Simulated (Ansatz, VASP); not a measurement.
NiO: VASP beside Ansatz

INCAR

```
PREC     = Accurate       # precision mode
ENCUT    = 520            # plane-wave cutoff, eV
EDIFF    = 1E-8           # SCF threshold, eV
ISMEAR   = -1             # smearing method
SIGMA    = 0.03           # smearing width, eV
LREAL    = F              # projectors in reciprocal space
LASPH    = T              # aspherical terms in the spheres
NELM     = 150            # most SCF steps
ALGO     = Normal         # electronic algorithm
ISIF     = 2              # what is computed and relaxed
LWAVE    = F              # write WAVECAR
LCHARG   = F              # write CHGCAR
ISPIN    = 2              # spin polarisation
MAGMOM   = 1.5 0          # initial moments
LORBIT   = 11             # projections on sites
LMAXMIX  = 4              # l up to which the mixer works
GGA      = PE             # functional
LEFG     = T            
NBANDS   = 19             # bands
```

The input KPOINTS:

```
Automatic mesh
0
Gamma
  17 17 17
```

The input POSCAR:

```
NiO
1.0
    0.0000000000      2.0982579248      2.0982579248
    2.0982579248      0.0000000000      2.0982579248
    2.0982579248      2.0982579248      0.0000000000
Ni O
1 1
Direct
    0.0000000000      0.0000000000      0.0000000000
    0.5000000000      0.5000000000      0.5000000000
```

Input for Ansatz:

```yaml
crystal:
  lattice:
    - [0.0, 2.0982579248, 2.0982579248]
    - [2.0982579248, 0.0, 2.0982579248]
    - [2.0982579248, 2.0982579248, 0.0]
  atoms:
    - { symbol: Ni, position: [0.0, 0.0, 0.0], spin: 1.5 }
    - { symbol: O, position: [0.5, 0.5, 0.5] }
magnetization:
  spin_polarized: true
kpoints:
  mp_grid: { grid: [17, 17, 17] }
scf:
  occupations: { method: fermi_dirac, width: 0.03 }
hamiltonian:
  xc: pbe
  pseudopotentials: { kind: all_electron, datasets: crystal }
output:
  forces: true
  stress: true
  eigenvalues: true
  efg: { contact_densities: true }
```

Change from the starting cell: volume scaled by 1.01, crystal datasets.

Alike in both runs: task electric field gradients; functional PBE; k mesh 17 × 17 × 17; occupations fermi-dirac, width 0.03 eV; collinear spin.

|  | VASP | Ansatz |
| --- | --- | --- |
| version | VASP 6.6.1 | Ansatz 0.2.0 |
| potentials or method | VASP PAW PBE potentials, release 64 (Ni, O), cutoff 520 eV | all-electron PAW with datasets made for the crystal, scalar-relativistic |

```tsv
	VASP	Ansatz	Ansatz less VASP
pressure (GPa)	2.0	2.9	+0.92
net moment per atom (μB)	0.87	0.91	+0.040
size of the moment on the site where the two differ most (μB)	1.43	1.47	+0.036
```

Site moments also hang on the region over which each program counts them. Ansatz ran all-electron here, and VASP with PAW potentials.
